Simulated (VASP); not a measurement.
Write the native input for VASP 6.6.1 that does the following.

- Task: relaxation of cell and atoms
- Functional: r2SCAN
- Potentials or basis: VASP PAW PBE potentials, release 64 (Sn_d)
- Cutoff: 600 eV
- k mesh: 6 × 6 × 6
- Occupations: gaussian, width 0.1 eV
- Spin: no spin polarisation
- Dipole correction: no
- Further INCAR settings: ALGO = Normal; EDIFF = 1e-07; IBRION = 2; EDIFFG = -0.04; NSW = 90; ISIF = 3

The system is Sn.

```
Sn
1.0
     3.33573    0.00000    0.00000
     0.00000    3.33573    0.00000
     0.00000    0.00000    3.33573
Sn
1
Direct
  0.00000 0.00000 0.00000
```

The input as run:

POSCAR

```
Sn
1.0
    3.3357285829      0.0000000000      0.0000000000
    0.0000000000      3.3357285829      0.0000000000
    0.0000000000      0.0000000000      3.3357285829
Sn
1
Direct
    0.0000000000      0.0000000000      0.0000000000
```

INCAR.step1

```
PREC     = Accurate       # precision mode
ENCUT    = 600            # plane-wave cutoff, eV
ISMEAR   = 0              # smearing method
SIGMA    = 0.1            # smearing width, eV
LREAL    = False          # projectors in reciprocal space
LASPH    = True           # aspherical terms in the spheres
NELM     = 100            # most SCF steps
GGA      = PE             # functional
ALGO     = Normal         # electronic algorithm
EDIFF    = 1E-4           # SCF threshold, eV
LWAVE    = True           # write WAVECAR
LCHARG   = False          # write CHGCAR
```

INCAR.step2

```
PREC     = Accurate       # precision mode
ENCUT    = 600            # plane-wave cutoff, eV
EDIFF    = 1E-7           # SCF threshold, eV
ISMEAR   = 0              # smearing method
SIGMA    = 0.1            # smearing width, eV
LREAL    = False          # projectors in reciprocal space
LASPH    = True           # aspherical terms in the spheres
NELM     = 100            # most SCF steps
ALGO     = Normal         # electronic algorithm
ISIF     = 3              # what is computed and relaxed
LWAVE    = False          # write WAVECAR
LCHARG   = False          # write CHGCAR
METAGGA  = R2SCAN         # meta-GGA
LMIXTAU  = True         
IBRION   = 2              # ionic algorithm
NSW      = 90             # ionic steps
EDIFFG   = -0.04          # ionic threshold
ISTART   = 1
```

KPOINTS

```
regular mesh
0
Gamma
  6 6 6
```

Potentials or basis: VASP PAW PBE potentials, release 64 (Sn_d).

Run with:

```console
$ cat potpaw_PBE.64/Sn_d/POTCAR > POTCAR
$ cp INCAR.step1 INCAR
$ mpirun -np 1 vasp_std > vasp.out
$ cp INCAR.step2 INCAR
$ mpirun -np 1 vasp_std > vasp.out
```

Results of the run:

The relaxed volume is 28.45 Å³/atom. The relaxed cell is a = 3.053 Å, b = 3.053 Å, c = 3.053 Å, α = 90.00°, β = 90.00°, γ = 90.00° and the space group after relaxing (to 0.05 Å) is Pm-3m (No. 221). The energy gained by relaxing is 264.8 meV/atom. The ionic steps are 2 and the pressure after relaxing is 0.0 GPa. The band gap on the k mesh is zero (band 7 reaches 12.95 eV, above the bottom of band 8 at 4.87 eV).

Caveat: the volume moved by over 15 % at a fixed basis, so the end points are rough; the PAW data sets were made with another functional, which shifts forces and pressure a little; spin-orbit coupling is left out, which moves the levels of the heavy elements.

Run time: 85 s on 1 thread of AMD EPYC 7R43 64-Core Processor (Zen 3) (shared host), peak memory 0.12 GiB.
